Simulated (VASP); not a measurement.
# Mn3Si (Fm-3m) in VASP: a series of runs

Mn3Si is run at these levels: PBEsol+D3(BJ); tasks: single point.

All numbers are computed with VASP 6.6.1; they aren't measurements. Logs are shortened: lines on timing, memory, paths and dates and some standing lists are left out, and cuts for length are marked.

## Step 1: The cell of the first run

Symmetry: Fm-3m, No. 225, cubic system. The conventional cell has a = 5.942 Å, b = 5.942 Å, c = 5.942 Å, α = 90.00°, β = 90.00°, γ = 90.00°. Within 3.4 Å of Mn (site symmetry m-3m) lie 8 Mn at 2.57 Å and 6 Si at 2.97 Å. Within 3.4 Å of Mn (site symmetry -43m) lie 10 Mn at 2.57 to 2.97 Å and 4 Si at 2.57 Å. Within 3.4 Å of Si (site symmetry m-3m) lie 14 Mn at 2.57 to 2.97 Å.

## Step 2: Single point, PBEsol+D3(BJ), collinear spin, ferromagnetic start

The input, INCAR:

```
SYSTEM = Mn3Si
ALGO = All
EDIFF = 1E-6
ENCUT = 540
GGA = PS
GGA_COMPAT = .False.
ISEARCH = 1
ISIF = 2
ISMEAR = 1
ISPIN = 2
IVDW = 12
KPAR = 4
LASPH = .True.
LCHARG = .True.
LMAXMIX = 4
LORBIT = 11
LREAL = .False.
LVHAR = .True.
LWAVE = .False.
MAGMOM = 2.8 2.8 2.8 0
NBANDS = 34
NELM = 300
PREC = Accurate
SIGMA = 0.1
```

The input, KPOINTS:

```
k-points
0
Gamma
  8 8 8
  0 0 0
```

The input, POSCAR:

```
Mn3Si
1.0
    0.0000000000      2.9711451251      2.9711451251
    2.9711451251      0.0000000000      2.9711451251
    2.9711451251      2.9711451251      0.0000000000
Mn Si
3 1
Direct
    0.5000000000      0.5000000000      0.5000000000
    0.2500000000      0.2500000000      0.2500000000
    0.7500000000      0.7500000000      0.7500000000
    0.0000000000      0.0000000000      0.0000000000
```

Potentials or basis: VASP PAW PBE potentials, release 64 (Mn_pv, Si).

Started as:

```
$ cat potpaw_PBE.64/Mn_pv/POTCAR potpaw_PBE.64/Si/POTCAR > POTCAR
$ mpirun -np 4 vasp_std > vasp.out
```

OUTCAR:

```text
SYSTEM = Mn3Si
   EDIFF = 1E-6
   ENCUT = 540
   GGA = PS
   ISIF = 2
   ISMEAR = 1
   ISPIN = 2
   IVDW = 12
   LASPH = .True.
   LORBIT = 11
   LREAL = .False.
   NELM = 300
   PREC = Accurate
 IVDW          = 12

 ion  position               nearest neighbor table
   1  0.500  0.500  0.500-   2 2.57   2 2.57   2 2.57   2 2.57   3 2.57   3 2.57   3 2.57   3 2.57
                             4 2.97   4 2.97   4 2.97   4 2.97   4 2.97   4 2.97
   2  0.250  0.250  0.250-   4 2.57   4 2.57   4 2.57   1 2.57   4 2.57   1 2.57   1 2.57   1 2.57
                             3 2.97   3 2.97   3 2.97   3 2.97   3 2.97   3 2.97
   3  0.750  0.750  0.750-   1 2.57   1 2.57   1 2.57   1 2.57   4 2.57   4 2.57   4 2.57   4 2.57
                             2 2.97   2 2.97   2 2.97   2 2.97   2 2.97   2 2.97
   4  0.000  0.000  0.000-   3 2.57   3 2.57   3 2.57   2 2.57   3 2.57   2 2.57   2 2.57   2 2.57
                             1 2.97   1 2.97   1 2.97   1 2.97   1 2.97   1 2.97

  LATTYP: Found a face centered cubic cell.
 ALAT       =     5.9422902502

  Lattice vectors:

 A1 = (   0.0000000000,   2.9711451251,   2.9711451251)
 A2 = (   2.9711451251,   0.0000000000,   2.9711451251)
 A3 = (   2.9711451251,   2.9711451251,   0.0000000000)

Analysis of symmetry for initial positions (statically):
=====================================================================
 Subroutine PRICEL returns:
 Original cell was already a primitive cell.

 Routine SETGRP: Setting up the symmetry group for a
 face centered cubic supercell.

 Subroutine GETGRP returns: Found 48 space group operations
 (whereof 48 operations were pure point group operations)
 out of a pool of 48 trial point group operations.

The static configuration has the point symmetry O_h .

Analysis of symmetry for dynamics (positions and initial velocities):
=====================================================================
 Subroutine PRICEL returns:
 Original cell was already a primitive cell.

 Routine SETGRP: Setting up the symmetry group for a
 face centered cubic supercell.

 Subroutine GETGRP returns: Found 48 space group operations
 (whereof 48 operations were pure point group operations)
 out of a pool of 48 trial point group operations.

The dynamic configuration has the point symmetry O_h .

Analysis of structural, dynamic, and magnetic symmetry:
=====================================================================
 Subroutine PRICEL returns:
 Original cell was already a primitive cell.

 Routine SETGRP: Setting up the symmetry group for a
 face centered cubic supercell.

 Subroutine GETGRP returns: Found 48 space group operations
 (whereof 48 operations were pure point group operations)
 out of a pool of 48 trial point group operations.

The overall configuration has the point symmetry O_h .

 Subroutine INISYM returns: Found 48 space group operations
 (whereof 48 operations are pure point group operations),
 and found     1 'primitive' translations

----------------------------------------------------------------------------------------

                                     Primitive cell

  volume of cell :      52.4568

  direct lattice vectors                    reciprocal lattice vectors
     0.000000000  2.971145125  2.971145125    -0.168285284  0.168285284  0.168285284
     2.971145125  0.000000000  2.971145125     0.168285284 -0.168285284  0.168285284
     2.971145125  2.971145125  0.000000000     0.168285284  0.168285284 -0.168285284

  length of vectors
     4.201833732  4.201833732  4.201833732     0.291478661  0.291478661  0.291478661

  position of ions in fractional coordinates (direct lattice)
     0.500000000  0.500000000  0.500000000
     0.250000000  0.250000000  0.250000000
     0.750000000  0.750000000  0.750000000
     0.000000000  0.000000000  0.000000000

  ion indices of the primitive-cell ions
   primitive index   ion index
                 1           1
                 2           2
                 3           3
                 4           4

----------------------------------------------------------------------------------------

 KPOINTS: k-points

Automatic generation of k-mesh.
 Grid dimensions read from file:
[... 23 lines left out ...]
  0.125000  0.000000  0.000000      8.000000
  0.250000  0.000000  0.000000      8.000000
  0.375000  0.000000  0.000000      8.000000
  0.500000  0.000000  0.000000      4.000000
  0.125000  0.125000  0.000000      6.000000
[... 16 lines left out ...]
  0.500000  0.250000  0.125000     48.000000
 -0.375000  0.250000  0.125000     24.000000
 [... further k-points ...]
   k-points           NKPTS =     29   k-points in BZ     NKDIM =     29   number of bands    NBANDS=     34
   number of dos      NEDOS =    301   number of ions     NIONS =      4
   total plane-waves  NPLWV =  32768
   dimension x,y,z NGX =    32 NGY =   32 NGZ =   32
   dimension x,y,z NGXF=    64 NGYF=   64 NGZF=   64
   ions per type =               3   1
   NGX,Y,Z   is equivalent  to a cutoff of  12.66, 12.66, 12.66 a.u.
   NGXF,Y,Z  is equivalent  to a cutoff of  25.32, 25.32, 25.32 a.u.
 SYSTEM =  Mn3Si
   PREC   = accura    normal or accurate (medium, high low for compatibility)
   ISTART =      0    job   : 0-new  1-cont  2-samecut
   ICHARG =      2    charge: 1-file 2-atom 10-const
   ISPIN  =      2    spin polarized calculation?
   LNONCOLLINEAR =      F non collinear calculations
   LSORBIT =      F    spin-orbit coupling
   LASPH  =      T    aspherical Exc in radial PAW
   ENCUT  =  540.0 eV  39.69 Ry    6.30 a.u.   7.96  7.96  7.96*2*pi/ulx,y,z
   NELM   =    300;   NELMIN=  2; NELMDL= -5     # of ELM steps
   EDIFF  = 0.1E-05   stopping-criterion for ELM
   LREAL  =      F    real-space projection
   EDIFFG = 0.1E-04   stopping-criterion for IOM
   NSW    =      0    number of steps for IOM
   IBRION =     -1    ionic relax: 0-MD 1-quasi-New 2-CG
   NFREE  =      0    steps in history (QN), initial steepest desc. (CG)
   ISIF   =      2    stress and relaxation
   ISYM   =      2    0-nonsym 1-usesym 2-fastsym
   POTIM  = 0.5000    time-step for ionic-motion
   TEBEG  =    0.0;   TEEND  =   0.0 temperature during run
   PSTRESS=    0.0 pullay stress
   NELECT =      43.0000    total number of electrons
   NUPDOWN=      -1.0000    fix difference up-down
   EMIN   =  10.00;   EMAX   =-10.00  energy-range for DOS
   EFERMI =   0.00;   METHOD = LEGACY
   ISMEAR =     1;   SIGMA  =   0.10  broadening in eV -4-tet -1-fermi 0-gaus
   EFERMI_NEDOS =   21; number of points for ismear=-14 and -15
   IALGO  =     58    algorithm
   IMIX   =      4    mixing-type and parameters
     AMIX     =   0.40;   BMIX     =  1.00
     AMIX_MAG =   1.60;   BMIX_MAG =  1.00
  volume/ion in A,a.u.               =      13.11        88.50
  Fermi-wavevector in a.u.,A,eV,Ry     =   1.532135  2.895316 31.938841  2.347439
  Thomas-Fermi vector in A             =   2.639383
   LORBIT       =     11    0 simple, 1 ext, 2 COOP (PROOUT), +10 PAW based schemes
   GGA     = PS    functional components
   LHFCALC =     F    Hartree Fock is set to
   AEXX    =    0.0000 exact exchange contribution
   IVDW    =    12    specifies the selected vdW correction
   LEPSILON=     F    determine dielectric tensor
   LRPA    =     F    only Hartree local field effects (RPA)
 spin polarized calculation
 Methfessel and Paxton  Order N= 1 SIGMA  =   0.10
  energy-cutoff  :      540.00
  volume of cell :       52.46
 maximum number of plane-waves:      1524
   NGX = 15   NGY = 15   NGZ = 15

 number of electron      42.9999970 magnetization       0.9995950

 Free energy of the ion-electron system (eV)
  ---------------------------------------------------
  ext. energy  EPLUGINS =         0.00000000
  ---------------------------------------------------
  free energy    TOTEN  =       -35.36135973 eV

  energy without entropy =      -35.36486282  energy(sigma->0) =      -35.36252743

 E-fermi :   8.9031     XC(G=0): -12.6268

 val. band max:        8.8665844180   @ k =  -0.2500   0.1250   0.0000
 cond. band min:       8.9295761062   @ k =   0.2500   0.2500   0.0000
 fundamental gap:      0.0629916882
 Fermi energy:         8.9031063824

 spin component 1

 k-point     1 :       0.0000    0.0000    0.0000
  band No.  band energies     occupation
      1     -40.5431      1.00000
      2     -40.5431      1.00000
      3     -40.5431      1.00000
      4     -38.3001      1.00000
      5     -38.3001      1.00000
      6     -38.3001      1.00000
[... 853 lines left out ...]
     32      17.2314      0.00000
     33      18.0712      0.00000

 [... further k-points ...]

 spin component 2

 k-point     1 :       0.0000    0.0000    0.0000
  band No.  band energies     occupation
      1     -39.4064      1.00000
      2     -39.4064      1.00000
      3     -39.4064      1.00000
      4     -39.3598      1.00000
      5     -39.3598      1.00000
      6     -39.3598      1.00000
[... 853 lines left out ...]
     32      17.2572      0.00000
     33      18.1373      0.00000

 [... further k-points ...]

 [bands above 33 left out]

------------------------ aborting loop because EDIFF is reached ----------------------------------------

 Edisp (eV)   -1.28311

 E8    (eV) :    -0.8564

  FORCE on cell =-STRESS in cart. coord.  units (eV):
  Direction    XX          YY          ZZ          XY          YZ          ZX
  --------------------------------------------------------------------------------------
  -------------------------------------------------------------------------------------
  Total     -10.76222   -10.76222   -10.76222     0.00000    -0.00000     0.00000
  in kB    -328.70838  -328.70838  -328.70838     0.00000    -0.00000     0.00000
  external pressure =     -328.71 kB  Pullay stress =        0.00 kB

 VOLUME and BASIS-vectors are now :
 -----------------------------------------------------------------------------
  energy-cutoff  :      540.00
  volume of cell :       52.46
      direct lattice vectors                 reciprocal lattice vectors
     0.000000000  2.971145125  2.971145125    -0.168285284  0.168285284  0.168285284
     2.971145125  0.000000000  2.971145125     0.168285284 -0.168285284  0.168285284
     2.971145125  2.971145125  0.000000000     0.168285284  0.168285284 -0.168285284

 POSITION                                       TOTAL-FORCE (eV/Angst)
 -----------------------------------------------------------------------------------
      2.97115      2.97115      2.97115         0.000000      0.000000      0.000000
      1.48557      1.48557      1.48557         0.000000      0.000000      0.000000
      4.45672      4.45672      4.45672        -0.000000     -0.000000     -0.000000
      0.00000      0.00000      0.00000         0.000000      0.000000      0.000000
 -----------------------------------------------------------------------------------
    total drift:                               -0.000000     -0.000000      0.000000

  FREE ENERGIE OF THE ION-ELECTRON SYSTEM (eV)
  ---------------------------------------------------
  free  energy   TOTEN  =       -36.6444656061 eV

  energy  without entropy=      -36.6479655108  energy(sigma->0) =      -36.64563224

 total charge

# of ion       s       p       d       tot
------------------------------------------
    1        0.342   6.289   5.004  11.636
    2        0.302   6.287   5.142  11.732
    3        0.302   6.287   5.142  11.732
    4        0.716   0.827   0.000   1.543
--------------------------------------------------
tot          1.663  19.691  15.289  36.642

 magnetization (x)

# of ion       s       p       d       tot
------------------------------------------
    1        0.034   0.035   2.982   3.051
    2       -0.009  -0.015  -1.066  -1.089
    3       -0.009  -0.015  -1.066  -1.089
    4        0.025   0.035   0.000   0.059
--------------------------------------------------
tot          0.041   0.040   0.851   0.932
```

Wall time 2 min (4 MPI ranks of Intel Xeon 6975P-C (Granite Rapids), shared host); peak memory 0.34 GiB.

What came out:

* Free energy: -36.6445 eV
* Pressure: -32.9 GPa
* Band gap on the k mesh: zero (filled and empty bands overlap)
* Net moment: 1.00 μB per cell
* Site moments: Mn +3.05, -1.09 (each value once); Si +0.06 μB
* Valence electrons inside the program's atomic spheres: Mn 11.64, 11.73 (each value once); Si 1.54
* Dispersion energy per atom: -0.321 eV

Caveat: three body term missing; the cell stands under tension; the PAW data sets were made with another functional, which shifts forces and pressure a little.

[end of part 1 of 2]

The gap in the log of VASP goes by the Fermi energy; the results here count the filled bands.